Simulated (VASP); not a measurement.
Crystal: Hf3Si2N.

```xyz
6
Lattice="4.0771 0.0000 0.0000 -2.0385 3.5308 0.0000 0.0000 0.0000 8.8817" Properties=species:S:1:pos:R:3 pbc="T T T"
Hf    2.0385    1.1769    4.4408
Hf    0.0000    0.0000    0.0000
Hf    0.0000    0.0000    4.4408
Si    0.0000    2.3539    2.2353
Si    0.0000    2.3539    6.6464
N     2.0385    1.1769    0.0000
```

The cell was built from a structure type or drawn by symmetry, and may not be a known phase.

```yaml
Program: VASP 6.6.1
Task: relaxation of cell and atoms
Functional: PBE
Potentials_or_basis: VASP PAW PBE potentials, release 64 (Hf_pv, Si, N)
Cutoff: 600 eV
k_mesh: 6 × 6 × 2
Occupations: gaussian, width 0.1 eV
Spin: no spin polarisation
```

At the start: pressure -7.1 GPa; volume 21.31 Å³/atom.

Problem. Where does the relaxation end?

Solution. Over 22 steps the energy falls by 809.3 meV/atom and the volume is 16.17 Å³/atom (-24.1 %); space group P-6m2 (No. 187, to 0.1 Å) before and after.

The path:
```tsv
step	energy change (eV)	largest force (eV/Å)	pressure (GPa)	volume (Å³)
1	0.0000	2.0889	-7.10	127.86
2	-2.0473	1.7142	0.13	110.63
3	-2.7799	1.0819	8.72	100.73
4	-2.0909	1.2305	44.37	81.41
5	-2.9129	0.7321	14.76	95.55
6	-3.9212	0.3483	9.65	96.08
7	-2.9222	7.7021	13.19	93.74
8	-4.5751	0.3114	5.87	96.01
9	-4.6774	1.2832	5.30	95.57
10	-4.6969	0.9770	5.18	95.71
11	-4.7749	0.3494	0.51	98.74
12	-4.7760	0.2916	-0.09	99.17
13	-4.7928	0.2994	-0.28	99.07
14	-4.8192	0.3328	-0.69	98.75
15	-4.8202	0.3425	-0.76	98.67
16	-4.8319	0.2979	0.21	97.72
17	-4.8362	0.2345	1.71	96.36
18	-4.8425	0.1863	1.42	96.45
19	-4.8541	0.0452	0.56	96.71
20	-4.8548	0.0379	0.25	96.82
21	-4.8549	0.0139	0.34	96.79
22	-4.8555	0.0023	0.03	97.01
```

Final structure:
```
CELL_PARAMETERS angstrom
4.45076 0.00000 0.00000
-2.22538 3.85447 0.00000
0.00000 0.00000 5.65478
ATOMIC_POSITIONS crystal
Hf 0.66667 0.33333 0.50000
Hf 0.00000 0.00000 0.00000
Hf 0.00000 0.00000 0.50000
Si 0.33333 0.66667 0.26029
Si 0.33333 0.66667 0.73971
N 0.66667 0.33333 0.00000
```

Caveat: the volume moved by over 15 % at a fixed basis, so the end points are rough.
